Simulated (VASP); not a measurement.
Write the native input for VASP 6.6.1 that does the following.

| Property | Result |
| --- | --- |
| Task | single point |
| Functional | PBE |
| Potentials or basis | VASP PAW PBE potentials, release 64 (Ga_d) |
| Cutoff | 520 eV |
| k mesh | 16 × 16 × 16 |
| Occupations | fermi-dirac, width 0.08 eV |
| Spin | no spin polarisation |
| Dipole correction | no |
| Further INCAR settings | ALGO = Normal; EDIFF = 1e-06; NBANDS = 12 |

The structure of Ga lies in POSCAR:

```
Ga
1.0
   -1.3396202448      1.3396202448      1.3396202448
    1.3396202448     -1.3396202448      1.3396202448
    1.3396202448      1.3396202448     -1.3396202448
Ga
1
Direct
    0.0000000000      0.0000000000      0.0000000000
```

This cell differs from its parent crystal: volume scaled by 0.5.

One way to write it, as run:

INCAR

```
SYSTEM = Ga
PREC     = Accurate       ! precision mode
ENCUT    = 520            ! plane-wave cutoff, eV
EDIFF    = 1E-6           ! SCF threshold, eV
ISMEAR   = -1             ! smearing method
SIGMA    = 0.08           ! smearing width, eV
LREAL    = .FALSE.        ! projectors in reciprocal space
LASPH    = .TRUE.         ! aspherical terms in the spheres
NELM     = 80             ! most SCF steps
ALGO     = Normal         ! electronic algorithm
ISIF     = 2              ! what is computed and relaxed
LWAVE    = .FALSE.        ! write WAVECAR
LCHARG   = .FALSE.        ! write CHGCAR
GGA      = PE             ! functional
NBANDS   = 12             ! bands
```

KPOINTS

```
regular mesh
0
G
  16 16 16
  0 0 0
```

Potentials or basis: VASP PAW PBE potentials, release 64 (Ga_d).

Launch:

```bash
$ cat potpaw_PBE.64/Ga_d/POTCAR > POTCAR
$ mpirun -np 1 vasp_std > vasp.out
```

It gave:

* Pressure: 177.6 GPa

It took 18 s on 1 thread of Intel Xeon 8259CL, on a shared host, peak memory 0.13 GiB.
